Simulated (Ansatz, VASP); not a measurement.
Two plane-wave programs on C3N

```
C N
1.0
     4.96217    0.00000    0.00000
    -2.48108    4.29736    0.00000
     0.00000    0.00000    2.30039
C N
6 2
Direct
  0.15687 0.31373 0.25000
  0.15687 0.84313 0.25000
  0.68627 0.84313 0.25000
  0.84313 0.68627 0.75000
  0.84313 0.15687 0.75000
  0.31373 0.15687 0.75000
  0.33333 0.66667 0.75000
  0.66667 0.33333 0.25000
```

Change from the starting cell: species swapped into the InRh3 type (P6_3/mmc, No. 194).

Alike in both runs: functional PBE; k mesh 12 × 12 × 16; occupations gaussian, width 0.1 eV; no spin polarisation.

Ansatz relaxed the structure, and its values are those at the end. VASP's run is a single point on that final structure, the one shown.

|  | VASP | Ansatz |
| --- | --- | --- |
| version | VASP 6.6.1 | Ansatz 0.2.0 |
| potentials or method | VASP PAW PBE potentials, release 64 (C, N), cutoff 520 eV | scalar-relativistic, plane waves, PAW |
| valence electrons in the cell | 34 | 34 |

|  | VASP | Ansatz | Ansatz less VASP |
| --- | --- | --- | --- |
| gap on the k mesh at the Fermi level (eV) | none | none | - |
| pressure (GPa) | 0.1 | 0.0 | -0.15 |
| rms of the force components (eV/Å) | 0.004 | 0.000 | -0.0035 |

A gap of «none» marks a metal or a gap that the smearing closes. With one functional, cell and mesh, what is left measures potentials, basis and numerics.
